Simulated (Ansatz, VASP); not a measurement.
Two plane-wave programs on SnSe

POSCAR

```
SnSe
1.0
    0.0000000000      3.3908400000      3.3908400000
    3.3908400000      0.0000000000      3.3908400000
    3.3908400000      3.3908400000      0.0000000000
Sn Se
1 1
Direct
    0.0000000000      0.0000000000      0.0000000000
    0.7500000000      0.7500000000      0.7500000000
```

The input INCAR.step1:

```
PREC = Accurate ; ENCUT = 520
EDIFF = 1E-5 ; ISMEAR = -1
SIGMA = 0.05 ; LREAL = F
LASPH = T ; NELM = 100
ALGO = Normal ; ISIF = 2
LWAVE = T ; NBANDS = 17
GGA = PE
```

Contents of INCAR.step2:

```
PREC = Accurate ; ENCUT = 520
EDIFF = 1E-6 ; ISMEAR = -1
SIGMA = 0.05 ; LREAL = F
LASPH = T ; NELM = 100
ALGO = Normal ; ISIF = 2
LWAVE = F ; LCHARG = T
GGA = PS ; LHFCALC = T
AEXX = 0.25 ; HFSCREEN = 0.207
PRECFOCK = Normal ; LELF = T
LVHAR = T ; NBANDS = 17
ISTART = 1
```

Contents of KPOINTS:

```
Automatic mesh
0
Gamma
  4 4 4
```

File input.yaml:

```yaml
crystal:
  lattice:
    - [0.0, 3.39084, 3.39084]
    - [3.39084, 0.0, 3.39084]
    - [3.39084, 3.39084, 0.0]
  atoms:
    - { symbol: Sn, position: [0.0, 0.0, 0.0] }
    - { symbol: Se, position: [0.75, 0.75, 0.75] }
hamiltonian:
  xc:
    exchange: hjs_pbesol
    correlation: pbesol
    exx: { coeff: 0.25, omega: 0.207 }
  pseudopotentials: { kind: paw }
kpoints:
  mp_grid: { grid: [4, 4, 4] }
  band_path:
    path:
      - [[0.0, 0.0, 0.0], [0.5, 0.0, 0.5], [0.5, 0.25, 0.75], [0.375, 0.375, 0.75], [0.0, 0.0, 0.0], [0.5, 0.5, 0.5], [0.625, 0.25, 0.625], [0.5, 0.25, 0.75], [0.5, 0.5, 0.5], [0.375, 0.375, 0.75]]
      - [[0.625, 0.25, 0.625], [0.5, 0.0, 0.5]]
    npoints: 4
scf:
  occupations: { method: fermi_dirac, width: 0.05 }
  n_extra_bands: 6
output:
  forces: true
  stress: true
  eigenvalues: true
  fatbands: false
```

Alike in both runs: functional PBEsol-based screened hybrid; k mesh 4 × 4 × 4; occupations fermi-dirac, width 0.05 eV; no spin polarisation.

|  | VASP | Ansatz |
| --- | --- | --- |
| version | VASP 6.6.1 | Ansatz 0.2.0 |
| potentials or method | VASP PAW PBE potentials, release 64 (Sn_d, Se) | Ansatz PAW |
| plane-wave cutoff (eV) | 520 | 420 |
| valence electrons in the cell | 20 | 30 |
| task | single point | band structure |

```tsv
	VASP	Ansatz	Ansatz less VASP
gap on the k mesh at the Fermi level (eV)	0.33	0.32	-0.007
least direct gap on the mesh (eV)	1.04	1.03	-0.004
pressure (GPa)	-1.8	-1.8	+0.03
```

VASP's potentials were made for PBE, not for PBEsol-based screened hybrid. With one functional, cell and mesh, what is left measures potentials, basis and numerics. VASP's potentials hold 20 valence electrons a cell and Ansatz's 30, so a difference there can come from the potentials and not from the codes.
